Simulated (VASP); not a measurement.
# BP (F-43m) in VASP: settings compared, part 2 of 2

VASP 6.6.1.

## 3. Single point, revPBE

This run uses another cell than the first one, of 12.15 Å³/atom, 1.020 times its volume.

Input file INCAR:

```
SYSTEM = BP
  PREC = Accurate
  ENCUT = 520
  EDIFF = 1E-6
  ISMEAR = -1
  SIGMA = 0.05
  LREAL = .False.
  LASPH = .True.
  NELM = 100
  ALGO = Normal
  ISIF = 2
  LWAVE = .False.
  LCHARG = .False.
  GGA = RE
  NBANDS = 11
```

Input file KPOINTS:

```
regular mesh
0
Gamma
  10 10 10
  0 0 0
```

Input file POSCAR:

```
BP
1.0
    0.0000000000      2.2988586873      2.2988586873
    2.2988586873      0.0000000000      2.2988586873
    2.2988586873      2.2988586873      0.0000000000
P B
1 1
Direct
    0.7500000000      0.7500000000      0.7500000000
    0.0000000000      0.0000000000      0.0000000000
```

Potentials or basis: VASP PAW PBE potentials, release 64 (P, B).

Launch:

```bash
cat potpaw_PBE.64/P/POTCAR potpaw_PBE.64/B/POTCAR > POTCAR
mpirun -np 1 vasp_std > vasp.out
```

It took 23 s on 1 thread of AMD EPYC 7R13, shared host; peak memory 0.11 GiB.

Results (log left out):

* Free energy: -12.3812 eV
* Pressure: -3.2 GPa
* Band gap on the k mesh: 1.30 eV, indirect (least direct gap 3.34 eV)

Levels at points of the mesh, in eV from the valence-band top:
| k point | band 1 | band 2 | band 3 | band 4 | band 5 | band 6 | band 7 | band 8 | band 9 |
| --- | --- | --- | --- | --- | --- | --- | --- | --- | --- |
| (0.00, 0.00, 0.00) | -15.13 | 0.00 | 0.00 | 0.00 | 3.34 | 3.34 | 3.34 | 6.81 | 11.37 |
| (0.50, 0.00, 0.00) | -11.95 | -8.76 | -1.71 | -1.71 | 3.56 | 4.68 | 4.68 | 10.06 | 14.35 |
| (0.50, 0.50, 0.00) | -10.47 | -8.41 | -3.98 | -3.98 | 1.41 | 1.73 | 11.79 | 11.79 | 14.88 |

Caveat: the PAW data sets were made with another functional, which shifts forces and pressure a little. A k mesh can miss the band edges.

## 4. Single point, revPBE

This run uses another cell than the first one, of 12.38 Å³/atom, 1.039 times its volume.

Input file INCAR:

```
PREC     = Accurate       # precision mode
ENCUT    = 520            # plane-wave cutoff, eV
EDIFF    = 1E-6           # SCF threshold, eV
ISMEAR   = -1             # smearing method
SIGMA    = 0.05           # smearing width, eV
LREAL    = F              # projectors in reciprocal space
LASPH    = T              # aspherical terms in the spheres
NELM     = 60             # most SCF steps
ALGO     = Normal         # electronic algorithm
ISIF     = 2              # what is computed and relaxed
LWAVE    = F              # write WAVECAR
LCHARG   = F              # write CHGCAR
GGA      = RE             # functional
NBANDS   = 11             # bands
```

Input file KPOINTS:

```
regular mesh
0
Gamma
  10 10 10
```

Input file POSCAR:

```
BP
1.0
    0.0000000000      2.3135014941      2.3135014941
    2.3135014941      0.0000000000      2.3135014941
    2.3135014941      2.3135014941      0.0000000000
P B
1 1
Direct
    0.7500000000      0.7500000000      0.7500000000
    0.0000000000      0.0000000000      0.0000000000
```

Launch:

```bash
cat potpaw_PBE.64/P/POTCAR potpaw_PBE.64/B/POTCAR > POTCAR
mpirun -np 1 vasp_std > vasp.out
```

Run time: 23 s. Hardware: 1 thread of AMD EPYC 7R13, shared host; peak memory 0.11 GiB.

It converged, with:

| Item | Value |
| --- | --- |
| Free energy | -12.3680 eV |
| Pressure | -5.9 GPa |
| Band gap on the k mesh | 1.33 eV, indirect (least direct gap 3.32 eV) |

Levels at points of the mesh, in eV from the valence-band top:
| k point | band 1 | band 2 | band 3 | band 4 | band 5 | band 6 | band 7 | band 8 | band 9 |
| --- | --- | --- | --- | --- | --- | --- | --- | --- | --- |
| (0.00, 0.00, 0.00) | -14.96 | 0.00 | 0.00 | 0.00 | 3.32 | 3.32 | 3.32 | 6.53 | 11.25 |
| (0.50, 0.00, 0.00) | -11.86 | -8.63 | -1.69 | -1.69 | 3.45 | 4.67 | 4.67 | 10.00 | 14.24 |
| (0.50, 0.50, 0.00) | -10.40 | -8.32 | -3.91 | -3.91 | 1.44 | 1.75 | 11.62 | 11.62 | 14.66 |

Caveat: the PAW data sets were made with another functional, which shifts forces and pressure a little. revPBE gaps usually lie below the measured ones, often by a third to a half.

## 5. Single point, BLYP+D3(BJ)

This run uses another cell than the first one, of 12.15 Å³/atom, 1.020 times its volume.

Input file INCAR:

```
SYSTEM = BP
AGGAC    = 1.0          
AGGAX    = 1.0          
ALDAC    = 0.0          
ALDAX    = 1.0          
ALGO     = Normal         ! electronic algorithm
EDIFF    = 1E-6           ! SCF threshold, eV
ENCUT    = 520            ! plane-wave cutoff, eV
GGA      = B5             ! functional
ISIF     = 2              ! what is computed and relaxed
ISMEAR   = -1             ! smearing method
IVDW     = 12             ! dispersion correction
LASPH    = .TRUE.         ! aspherical terms in the spheres
LCHARG   = .FALSE.        ! write CHGCAR
LREAL    = .FALSE.        ! projectors in reciprocal space
LWAVE    = .FALSE.        ! write WAVECAR
NBANDS   = 11             ! bands
NELM     = 80             ! most SCF steps
PREC     = Accurate       ! precision mode
SIGMA    = 0.05           ! smearing width, eV
VDW_A1   = 0.4298       
VDW_A2   = 4.2359       
VDW_S6   = 1.0          
VDW_S8   = 2.6996
```

Input file KPOINTS:

```
k-points
0
G
  10 10 10
  0 0 0
```

Input file POSCAR:

```
BP
1.0
    0.0000000000      2.2988586873      2.2988586873
    2.2988586873      0.0000000000      2.2988586873
    2.2988586873      2.2988586873      0.0000000000
P B
1 1
Direct
    0.7500000000      0.7500000000      0.7500000000
    0.0000000000      0.0000000000      0.0000000000
```

Launch:

```bash
cat potpaw_PBE.64/P/POTCAR potpaw_PBE.64/B/POTCAR > POTCAR
mpirun -np 1 vasp_std > vasp.out
```

Run time: 30 s. Hardware: 1 thread of AMD EPYC 7R13, shared host; peak memory 0.12 GiB.

It converged, with:

```
Free energy                : -12.8983 eV
Pressure                   : -9.2 GPa
Band gap on the k mesh     : 1.58 eV, indirect (least direct gap 3.52 eV)
Dispersion energy per atom : -0.659 eV
```

Levels at points of the mesh, in eV from the valence-band top:
| k point | band 1 | band 2 | band 3 | band 4 | band 5 | band 6 | band 7 | band 8 | band 9 |
| --- | --- | --- | --- | --- | --- | --- | --- | --- | --- |
| (0.00, 0.00, 0.00) | -14.95 | 0.00 | 0.00 | 0.00 | 3.52 | 3.52 | 3.52 | 6.86 | 11.66 |
| (0.50, 0.00, 0.00) | -11.84 | -8.56 | -1.67 | -1.67 | 3.71 | 4.91 | 4.91 | 10.30 | 14.57 |
| (0.50, 0.50, 0.00) | -10.39 | -8.24 | -3.87 | -3.87 | 1.72 | 2.00 | 11.81 | 11.81 | 14.80 |

Caveat: the PAW data sets were made with another functional, which shifts forces and pressure a little. A k mesh can miss the band edges.

## 6. Single point, BLYP+D3(BJ)

This run uses another cell than the first one, of 12.38 Å³/atom, 1.039 times its volume.

Input file INCAR:

```
PREC     = Accurate       # precision mode
ENCUT    = 520            # plane-wave cutoff, eV
EDIFF    = 1E-7           # SCF threshold, eV
ISMEAR   = -1             # smearing method
SIGMA    = 0.05           # smearing width, eV
LREAL    = False          # projectors in reciprocal space
LASPH    = True           # aspherical terms in the spheres
NELM     = 60             # most SCF steps
ALGO     = Normal         # electronic algorithm
ISIF     = 2              # what is computed and relaxed
LWAVE    = False          # write WAVECAR
LCHARG   = True           # write CHGCAR
GGA      = B5             # functional
ALDAX    = 1.0          
AGGAX    = 1.0          
AGGAC    = 1.0          
ALDAC    = 0.0          
IVDW     = 12             # dispersion correction
VDW_S6   = 1.0          
VDW_S8   = 2.6996       
VDW_A1   = 0.4298       
VDW_A2   = 4.2359       
LELF     = True           # ELF
LVHAR    = True         
NBANDS   = 11             # bands
```

Input file KPOINTS:

```
Automatic mesh
0
Gamma
  10 10 10
```

Input file POSCAR:

```
BP
1.0
    0.0000000000      2.3135014941      2.3135014941
    2.3135014941      0.0000000000      2.3135014941
    2.3135014941      2.3135014941      0.0000000000
P B
1 1
Direct
    0.7500000000      0.7500000000      0.7500000000
    0.0000000000      0.0000000000      0.0000000000
```

Potentials or basis: VASP PAW PBE potentials, release 64 (P, B).

Launch:

```bash
cat potpaw_PBE.64/P/POTCAR potpaw_PBE.64/B/POTCAR > POTCAR
mpirun -np 1 vasp_std > vasp.out
```

Run time: 33 s. Hardware: 1 thread of AMD EPYC 7R13, shared host; peak memory 0.12 GiB.

The run converged. Its results:

* Free energy: -12.8683 eV
* Pressure: -11.5 GPa
* Band gap on the k mesh: 1.60 eV, indirect (least direct gap 3.49 eV)
* Dispersion energy per atom: -0.646 eV

Levels at points of the mesh, in eV from the valence-band top:
| k point | band 2 | band 3 | band 4 | band 5 | band 6 | band 7 |
| --- | --- | --- | --- | --- | --- | --- |
| (0.00, 0.00, 0.00) | 0.00 | 0.00 | 0.00 | 3.49 | 3.49 | 3.49 |
| (0.50, 0.00, 0.00) | -8.44 | -1.65 | -1.65 | 3.60 | 4.89 | 4.89 |
| (0.50, 0.50, 0.00) | -8.14 | -3.80 | -3.80 | 1.75 | 2.01 | 11.63 |

Caveat: the PAW data sets were made with another functional, which shifts forces and pressure a little. A k mesh can miss the band edges.

## 7. Overview

| level | potentials or basis | cell | gap on the mesh (eV) | pressure (GPa) |
| --- | --- | --- | --- | --- |
| LDA | VASP PAW LDA potentials, release 64 (P, B) | a = 3.230 Å, angles 60.0°, 2 atoms | 1.21 | -8.3 |
| revPBE | VASP PAW PBE potentials, release 64 (P, B) | a = 3.251 Å, angles 60.0°, 2 atoms | 1.30 | -3.2 |
| revPBE | VASP PAW PBE potentials, release 64 (P, B) | a = 3.272 Å, angles 60.0°, 2 atoms | 1.33 | -5.9 |
| BLYP+D3(BJ) | VASP PAW PBE potentials, release 64 (P, B) | a = 3.251 Å, angles 60.0°, 2 atoms | 1.58 | -9.2 |
| BLYP+D3(BJ) | VASP PAW PBE potentials, release 64 (P, B) | a = 3.272 Å, angles 60.0°, 2 atoms | 1.60 | -11.5 |

Alike in all rows: task single point; no spin polarisation; k mesh 10 × 10 × 10; cutoff (eV) 520; smearing fermi-dirac 0.05 eV.

Caveats: the PAW data sets were made with another functional, which shifts forces and pressure a little (some runs).

Total energies depend on the potentials used, so only differences within one code and one set of settings carry meaning.
